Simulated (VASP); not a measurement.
# Ti (Pm-3m) in VASP: notebook

The runs below take Ti through single point, relaxation of cell and atoms, with PBE.

All numbers are computed with VASP 6.6.1; they aren't measurements. Logs are shortened: lines on timing, memory, paths and dates and some standing lists are left out, and cuts for length are marked.

**1. The cell of the first run**

The structure is cubic, space group Pm-3m (No. 221). Conventional cell: a = 1.963 Å, b = 1.963 Å, c = 1.963 Å, α = 90.00°, β = 90.00°, γ = 90.00°. Within 2.6 Å of Ti (site symmetry m-3m) lie 6 Ti at 1.96 Å.

**2. Single point, PBE**

Contents of INCAR:

```
PREC     = Accurate       # precision mode
ENCUT    = 520            # plane-wave cutoff, eV
EDIFF    = 1E-7           # SCF threshold, eV
ISMEAR   = -1             # smearing method
SIGMA    = 0.05           # smearing width, eV
LREAL    = False          # projectors in reciprocal space
LASPH    = True           # aspherical terms in the spheres
NELM     = 80             # most SCF steps
ALGO     = Normal         # electronic algorithm
ISIF     = 2              # what is computed and relaxed
LWAVE    = False          # write WAVECAR
LCHARG   = False          # write CHGCAR
GGA      = PE             # functional
NBANDS   = 12             # bands
```

Contents of KPOINTS:

```
regular mesh
0
Gamma
  19 19 19
```

Contents of POSCAR:

```
Ti
1.0
    1.9632372007      0.0000000000      0.0000000000
    0.0000000000      1.9632372007      0.0000000000
    0.0000000000      0.0000000000      1.9632372007
Ti
1
Direct
    0.0000000000      0.0000000000      0.0000000000
```

Potentials or basis: VASP PAW PBE potentials, release 64 (Ti_sv).

The run is started by

```bash
$ cat potpaw_PBE.64/Ti_sv/POTCAR > POTCAR
$ mpirun -np 1 vasp_std > vasp.out
```

OUTCAR:

```text
PREC = Accurate
   ENCUT = 520
   EDIFF = 1E-7
   ISMEAR = -1
   LREAL = False
   LASPH = True
   NELM = 80
   ISIF = 2
   GGA = PE

 ion  position               nearest neighbor table
   1  0.000  0.000  0.000-

  LATTYP: Found a simple cubic cell.
 ALAT       =     1.9632372007

  Lattice vectors:

 A1 = (   1.9632372007,   0.0000000000,   0.0000000000)
 A2 = (   0.0000000000,   1.9632372007,   0.0000000000)
 A3 = (   0.0000000000,   0.0000000000,   1.9632372007)

Analysis of symmetry for initial positions (statically):
=====================================================================
 Subroutine PRICEL returns:
 Original cell was already a primitive cell.

 Routine SETGRP: Setting up the symmetry group for a
 simple cubic supercell.

 Subroutine GETGRP returns: Found 48 space group operations
 (whereof 48 operations were pure point group operations)
 out of a pool of 48 trial point group operations.

The static configuration has the point symmetry O_h .

Analysis of symmetry for dynamics (positions and initial velocities):
=====================================================================
 Subroutine PRICEL returns:
 Original cell was already a primitive cell.

 Routine SETGRP: Setting up the symmetry group for a
 simple cubic supercell.

 Subroutine GETGRP returns: Found 48 space group operations
 (whereof 48 operations were pure point group operations)
 out of a pool of 48 trial point group operations.

The dynamic configuration has the point symmetry O_h .

 Subroutine INISYM returns: Found 48 space group operations
 (whereof 48 operations are pure point group operations),
 and found     1 'primitive' translations

----------------------------------------------------------------------------------------

                                     Primitive cell

  volume of cell :       7.5669

  direct lattice vectors                    reciprocal lattice vectors
     1.963237201  0.000000000  0.000000000     0.509362801  0.000000000  0.000000000
     0.000000000  1.963237201  0.000000000     0.000000000  0.509362801  0.000000000
     0.000000000  0.000000000  1.963237201     0.000000000  0.000000000  0.509362801

  length of vectors
     1.963237201  1.963237201  1.963237201     0.509362801  0.509362801  0.509362801

  position of ions in fractional coordinates (direct lattice)
     0.000000000  0.000000000  0.000000000

  ion indices of the primitive-cell ions
[... 80 lines left out ...]
   ISIF   =      2    stress and relaxation
   ISYM   =      2    0-nonsym 1-usesym 2-fastsym
   POTIM  = 0.5000    time-step for ionic-motion
   TEBEG  =    0.0;   TEEND  =   0.0 temperature during run
   PSTRESS=    0.0 pullay stress
   NELECT =      12.0000    total number of electrons
   NUPDOWN=      -1.0000    fix difference up-down
   EMIN   =  10.00;   EMAX   =-10.00  energy-range for DOS
   EFERMI =   0.00;   METHOD = LEGACY
   ISMEAR =    -1;   SIGMA  =   0.05  broadening in eV -4-tet -1-fermi 0-gaus
   EFERMI_NEDOS =   21; number of points for ismear=-14 and -15
   IALGO  =     38    algorithm
   IMIX   =      4    mixing-type and parameters
     AMIX     =   0.40;   BMIX     =  1.00
     AMIX_MAG =   1.60;   BMIX_MAG =  1.00
  volume/ion in A,a.u.               =       7.57        51.06
  Fermi-wavevector in a.u.,A,eV,Ry     =   1.909102  3.607680 49.588753  3.644671
  Thomas-Fermi vector in A             =   2.946242
   LORBIT       =      0    0 simple, 1 ext, 2 COOP (PROOUT), +10 PAW based schemes
   GGA     = PE    functional components
   LHFCALC =     F    Hartree Fock is set to
   AEXX    =    0.0000 exact exchange contribution
   IVDW    =     0    specifies the selected vdW correction
   LEPSILON=     F    determine dielectric tensor
   LRPA    =     F    only Hartree local field effects (RPA)
 non-spin polarized calculation
  energy-cutoff  :      520.00
  volume of cell :        7.57
 maximum number of plane-waves:       212
 NGX is ok and might be reduce to    16
   NGX =  7   NGY =  7   NGZ =  7

 number of electron      11.9999997 magnetization

 Free energy of the ion-electron system (eV)
  ---------------------------------------------------
  ext. energy  EPLUGINS =         0.00000000
  ---------------------------------------------------
  free energy    TOTEN  =        -1.25359606 eV

  energy without entropy =       -1.24942934  energy(sigma->0) =       -1.25151270

 E-fermi :  20.3087     XC(G=0): -16.0247

 val. band max:       20.2958290822   @ k =   0.4737   0.0526   0.0526
 cond. band min:      20.3218915730   @ k =   0.2105   0.1579   0.1579
 fundamental gap:      0.0260624908
 Fermi energy:        20.3087451259

 k-point     1 :       0.0000    0.0000    0.0000
  band No.  band energies     occupation
      1     -38.4567      2.00000
      2      -9.4086      2.00000
      3      -9.4086      2.00000
      4      -9.4086      2.00000
      5      15.1680      2.00000
      6      15.3055      2.00000
      7      15.3055      2.00000
      8      29.5515      0.00000
      9      29.5515      0.00000
     10      29.5515      0.00000
     11      49.5298      0.00000
     12      49.5298      0.00000
[... 331 lines left out ...]
 k-point    24 :       0.3158    0.1053    0.0000
  band No.  band energies     occupation
      1     -36.9988      2.00000
      2     -14.8684      2.00000
      3      -9.7236      2.00000
      4      -8.7549      2.00000
      5      17.2036      2.00000
      6      18.5123      2.00000
      7      21.7011      0.00000
      8      25.2148      0.00000
      9      25.9985      0.00000
     10      29.2782      0.00000
     11      40.4552      0.00000
     12      46.7597      0.00000

 [... further k-points ...]

------------------------ aborting loop because EDIFF is reached ----------------------------------------

  FORCE on cell =-STRESS in cart. coord.  units (eV):
  Direction    XX          YY          ZZ          XY          YZ          ZX
  --------------------------------------------------------------------------------------
  -------------------------------------------------------------------------------------
  Total       17.3275792     17.3275792     17.3275792     -0.0000000      0.0000000      0.0000000
  in kB     3668.8516488   3668.8516488   3668.8516488     -0.0000000      0.0000000      0.0000000
  external PRESSURE =    3668.8516488 kB  Pullay stress =       0.0000000 kB

 VOLUME and BASIS-vectors are now :
 -----------------------------------------------------------------------------
  energy-cutoff  :      520.00
  volume of cell :        7.57
      direct lattice vectors                 reciprocal lattice vectors
     1.963237201  0.000000000  0.000000000     0.509362801  0.000000000  0.000000000
     0.000000000  1.963237201  0.000000000     0.000000000  0.509362801  0.000000000
     0.000000000  0.000000000  1.963237201     0.000000000  0.000000000  0.509362801

 POSITION                                       TOTAL-FORCE (eV/Angst)
 -----------------------------------------------------------------------------------
      0.00000      0.00000      0.00000         0.000000      0.000000      0.000000
 -----------------------------------------------------------------------------------
    total drift:                                0.000000      0.000000      0.000000

  FREE ENERGIE OF THE ION-ELECTRON SYSTEM (eV)
  ---------------------------------------------------
  free  energy   TOTEN  =        -1.2535960584 eV

  energy  without entropy=       -1.2494293383  energy(sigma->0) =       -1.25151270
```

stdout:

```text
POSCAR found type information on POSCAR Ti
 POSCAR found :  1 types and       1 ions
 scaLAPACK will be used
 LDA part: xc-table for (Slater+PW92), standard interpolation
 POSCAR, INCAR and KPOINTS ok, starting setup
 FFT: planning ... GRIDC
 FFT: planning ... GRID_SOFT
 FFT: planning ... GRID
 WAVECAR not read
 entering main loop
```

Wall time 33 s (1 thread of AMD EPYC 7R13, shared host); peak memory 0.1 GiB.

Results:

```yaml
Free_energy: -1.2536 eV
Pressure: 366.9 GPa
Band_gap_on_the_k_mesh: zero (band 6 reaches 21.90 eV, above the bottom of band 7 at 14.80 eV)
```

**3. Single point, PBE**

Contents of INCAR:

```
SYSTEM = Ti
PREC     = Accurate       ! precision mode
ENCUT    = 520            ! plane-wave cutoff, eV
EDIFF    = 1E-7           ! SCF threshold, eV
ISMEAR   = -1             ! smearing method
SIGMA    = 0.05           ! smearing width, eV
LREAL    = .FALSE.        ! projectors in reciprocal space
LASPH    = .TRUE.         ! aspherical terms in the spheres
NELM     = 60             ! most SCF steps
ALGO     = Normal         ! electronic algorithm
ISIF     = 2              ! what is computed and relaxed
LWAVE    = .FALSE.        ! write WAVECAR
LCHARG   = .TRUE.         ! write CHGCAR
GGA      = PE             ! functional
LELF     = .TRUE.         ! ELF
LVHAR    = .TRUE.       
NBANDS   = 12             ! bands
```

Contents of KPOINTS:

```
Automatic mesh
0
G
  19 19 19
  0 0 0
```

Contents of POSCAR:

```
Ti
1.0
    1.9637688168      0.0000000000      0.0000000000
    0.0000000000      1.9637688168      0.0000000000
    0.0000000000      0.0000000000      1.9637688168
Ti
1
Direct
    0.0000000000      0.0000000000      0.0000000000
```

Potentials or basis: VASP PAW PBE potentials, release 64 (Ti_sv).

The run is started by

```bash
$ cat potpaw_PBE.64/Ti_sv/POTCAR > POTCAR
$ mpirun -np 1 vasp_std > vasp.out
```

Wall time 34 s (1 thread of AMD EPYC 7R13, shared host); peak memory 0.1 GiB.

Results (log left out):

```yaml
Free_energy: -1.2677 eV
Pressure: 365.9 GPa
Band_gap_on_the_k_mesh: zero (band 6 reaches 21.88 eV, above the bottom of band 7 at 14.79 eV)
```

Levels at points of the mesh, in eV from the Fermi level:
| k point | band 2 | band 3 | band 4 | band 5 | band 6 | band 7 | band 8 | band 9 | band 10 | band 11 |
| --- | --- | --- | --- | --- | --- | --- | --- | --- | --- | --- |
| (0.00, 0.00, 0.00) | -29.72 | -29.72 | -29.72 | -5.15 | -5.00 | -5.00 | 9.24 | 9.24 | 9.24 | 29.20 |

**4. Relaxation of cell and atoms, PBE, target pressure 350 GPa, at which the enthalpy is minimised**

This run uses another cell than the first one, of 7.37 Å³/atom, 0.974 times its volume.

Contents of INCAR:

```
SYSTEM = Ti
ALGO = Normal
EDIFF = 1E-7
EDIFFG = -0.005
ENCUT = 600
GGA = PE
IBRION = 2
ISIF = 3
ISMEAR = -1
LASPH = .True.
LCHARG = .False.
LREAL = .False.
LWAVE = .False.
NELM = 80
NSW = 60
PREC = Accurate
PSTRESS = 3500.0
SIGMA = 0.05
```

Contents of KPOINTS:

```
k-points
0
Gamma
  19 19 19
  0 0 0
```

Contents of POSCAR:

```
Ti
1.0
    1.9457912023      0.0000000000      0.0000000000
    0.0000000000      1.9457912023      0.0000000000
    0.0000000000      0.0000000000      1.9457912023
Ti
1
Direct
    0.0000000000      0.0000000000      0.0000000000
```

The run is started by

```bash
$ cat potpaw_PBE.64/Ti_sv/POTCAR > POTCAR
$ mpirun -np 1 vasp_std > vasp.out
```

Run time: 3.5 min. Hardware: 1 thread of AMD EPYC 7R13, shared host; peak memory 0.12 GiB.

Results (log left out):

* Free energy: -1.4871 eV
* Relaxed volume: 7.67 Å³/atom
* Relaxed cell: a = 1.972 Å, b = 1.972 Å, c = 1.972 Å, α = 90.00°, β = 90.00°, γ = 90.00°
* Space group after relaxing (to 0.05 Å): Pm-3m (No. 221)
* Energy change on relaxing (the enthalpy is what falls): -712.9 meV/atom
* Ionic steps: 14
* Pressure after relaxing: 350.1 GPa
* Band gap on the k mesh: zero (band 6 reaches 21.59 eV, above the bottom of band 7 at 14.65 eV)

Step by step:
```csv
step,energy change (eV),largest force (eV/Å),pressure (GPa),volume (Å³)
1,0.0000,0.0000,401.42,7.37
2,-4.1342,0.0000,130.28,10.19
3,-0.8280,0.0000,341.88,7.72
4,-0.7168,0.0000,349.79,7.67
5,-0.7032,0.0000,350.71,7.67
6,-0.7042,0.0000,350.75,7.67
7,-0.7071,0.0000,350.52,7.67
8,-0.7072,0.0000,350.51,7.67
9,-0.7072,0.0000,350.50,7.67
10,-0.7074,0.0000,350.49,7.67
11,-0.7078,0.0000,350.49,7.67
12,-0.7085,0.0000,350.45,7.67
13,-0.7100,0.0000,350.39,7.67
14,-0.7129,0.0000,350.10,7.67
```

Final structure:
```
CELL_PARAMETERS angstrom
1.97224 0.00000 0.00000
0.00000 1.97224 0.00000
0.00000 0.00000 1.97224
ATOMIC_POSITIONS crystal
Ti 0.00000 0.00000 0.00000
```

Levels at points of the mesh, in eV from the Fermi level:
```tsv
k point	band 3	band 4	band 5	band 6	band 7	band 8	band 9	band 10
(0.00, 0.00, 0.00)	-29.76	-29.76	-5.21	-4.90	-4.90	9.14	9.14	9.14
```

Caveat: the cell is relaxed towards a set pressure, so the enthalpy falls and the energy may rise.

**5. Relaxation of cell and atoms, PBE, target pressure 350 GPa, at which the enthalpy is minimised**

Contents of INCAR:

```
SYSTEM = Ti
PREC = Accurate ; ENCUT = 600
EDIFF = 1E-6 ; ISMEAR = -1
SIGMA = 0.05 ; LREAL = .False.
LASPH = .True. ; NELM = 80
ALGO = Normal ; ISIF = 3
LWAVE = .False. ; LCHARG = .False.
GGA = PE ; IBRION = 2
NSW = 32 ; EDIFFG = -0.005
PSTRESS = 3500.0
```

Contents of KPOINTS:

```
regular mesh
0
Gamma
  19 19 19
  0 0 0
```

Contents of POSCAR:

```
Ti
1.0
    1.9632372007      0.0000000000      0.0000000000
    0.0000000000      1.9632372007      0.0000000000
    0.0000000000      0.0000000000      1.9632372007
Ti
1
Direct
    0.0000000000      0.0000000000      0.0000000000
```

Potentials or basis: VASP PAW PBE potentials, release 64 (Ti_sv).

The run is started by

```bash
$ cat potpaw_PBE.64/Ti_sv/POTCAR > POTCAR
$ mpirun -np 1 vasp_std > vasp.out
```

OUTCAR:

```text
SYSTEM = Ti
   PREC = Accurate
   ENCUT = 600
   EDIFF = 1E-6
   ISMEAR = -1
   LREAL = .False.
   LASPH = .True.
   NELM = 80
   ISIF = 3
   GGA = PE
   IBRION = 2
   NSW = 32
   EDIFFG = -0.005
   PSTRESS = 3500.0

 ion  position               nearest neighbor table
   1  0.000  0.000  0.000-

  LATTYP: Found a simple cubic cell.
 ALAT       =     1.9632372007

  Lattice vectors:

 A1 = (   1.9632372007,   0.0000000000,   0.0000000000)
 A2 = (   0.0000000000,   1.9632372007,   0.0000000000)
 A3 = (   0.0000000000,   0.0000000000,   1.9632372007)

Analysis of symmetry for initial positions (statically):
=====================================================================
 Subroutine PRICEL returns:
 Original cell was already a primitive cell.

 Routine SETGRP: Setting up the symmetry group for a
 simple cubic supercell.

[... 365 lines left out ...]
 Fermi energy:        20.0274961145

 k-point     1 :       0.0000    0.0000    0.0000
  band No.  band energies     occupation
      1     -38.6104      2.00000
      2      -9.7351      2.00000
      3      -9.7351      2.00000
      4      -9.7351      2.00000
      5      14.8126      2.00000
      6      15.1284      2.00000
      7      15.1284      2.00000
      8      29.1627      0.00000
      9      29.1627      0.00000
     10      29.1627      0.00000
[... 287 lines left out ...]
 k-point    24 :       0.3158    0.1053    0.0000
  band No.  band energies     occupation
      1     -37.1996      2.00000
      2     -15.0434      2.00000
      3     -10.0414      2.00000
      4      -9.1021      2.00000
      5      16.9821      2.00000
      6      18.1909      2.00000
      7      21.3823      0.00000
      8      24.9003      0.00000
      9      25.6254      0.00000
     10      28.8938      0.00000

 [... further k-points ...]

------------------------ aborting loop because EDIFF is reached ----------------------------------------

  FORCE on cell =-STRESS in cart. coord.  units (eV):
  Direction    XX          YY          ZZ          XY          YZ          ZX
  --------------------------------------------------------------------------------------
  -------------------------------------------------------------------------------------
  Total       16.7632370     16.7632370     16.7632370      0.0000000      0.0000000     -0.0000000
  in kB     3499.6191140   3499.6191140   3499.6191140      0.0000000      0.0000000     -0.0000000
  external PRESSURE =      -0.3808860 kB  Pullay stress =    3500.0000000 kB
[... 20 lines left out ...]
  energy  without entropy=       -1.4897581678  energy(sigma->0) =       -1.49175742

  enthalpy is  TOTEN    =        15.2713047361 eV   P V=       16.7650614130

 reached required accuracy - stopping structural energy minimisation
```

CONTCAR:

```text
Ti
   1.00000000000000
     1.9724949298739098    0.0000000000000000   -0.0000000000000000
     0.0000000000000000    1.9724949298739098    0.0000000000000000
     0.0000000000000000    0.0000000000000000    1.9724949298739098
  Ti
     1
Direct
     0.0000000000000000    0.0000000000000000    0.0000000000000000

  0.00000000E+00  0.00000000E+00  0.00000000E+00
```

Wall time 1.9 min (1 thread of AMD EPYC 7R13, shared host); peak memory 0.11 GiB.

Results:

```yaml
Free_energy: -1.4938 eV
Relaxed_volume: 7.67 Å³/atom
Relaxed_cell: a = 1.972 Å, b = 1.972 Å, c = 1.972 Å, α = 90.00°, β = 90.00°, γ = 90.00°
Space_group_after_relaxing_to_0.05_Å: Pm-3m (No. 221)
Energy_change_on_relaxing_the_enthalpy_is_what_falls: -240.4 meV/atom
Ionic_steps: 6
Pressure_after_relaxing: 350.0 GPa
Band_gap_on_the_k_mesh: zero (band 6 reaches 21.58 eV, above the bottom of band 7 at 14.64 eV)
```

Step by step:
```tsv
step	energy change (eV)	largest force (eV/Å)	pressure (GPa)	volume (Å³)
1	0.0000	0.0000	366.85	7.57
2	-1.7114	0.0000	248.34	8.47
3	-0.2471	0.0000	348.68	7.68
4	-0.2292	0.0000	350.30	7.67
5	-0.2337	0.0000	350.27	7.67
6	-0.2404	0.0000	349.96	7.67
```

Final structure:
```
Ti
1.0
     1.97249    0.00000    0.00000
     0.00000    1.97249    0.00000
     0.00000    0.00000    1.97249
Ti
1
Direct
  0.00000 0.00000 0.00000
```

Levels at points of the mesh, in eV from the Fermi level:
```tsv
k point	band 4	band 5	band 6	band 7	band 8	band 9
(0.00, 0.00, 0.00)	-29.76	-5.21	-4.90	-4.90	9.14	9.14
```

Caveat: the cell is relaxed towards a set pressure, so the enthalpy falls and the energy may rise.

**6. Overview**

```csv
task,cell,cutoff (eV),gap on the mesh (eV),pressure (GPa)
single point,"a = 1.963 Å, 1 atom",520,none,366.9
single point,"a = 1.964 Å, 1 atom",520,none,365.9
relaxation of cell and atoms,"relaxed to 350 GPa from a = 1.946 Å, 1 atom",600,none,350.1
relaxation of cell and atoms,"relaxed to 350 GPa from a = 1.963 Å, 1 atom",600,none,350.0
```

Alike in all rows: level PBE; potentials or basis VASP PAW PBE potentials, release 64 (Ti_sv); no spin polarisation; k mesh 19 × 19 × 19; smearing fermi-dirac 0.05 eV.

Caveats: the cell is relaxed towards a set pressure, so the enthalpy falls and the energy may rise (some runs).

Absolute energies hang on the potentials; compare differences alone.
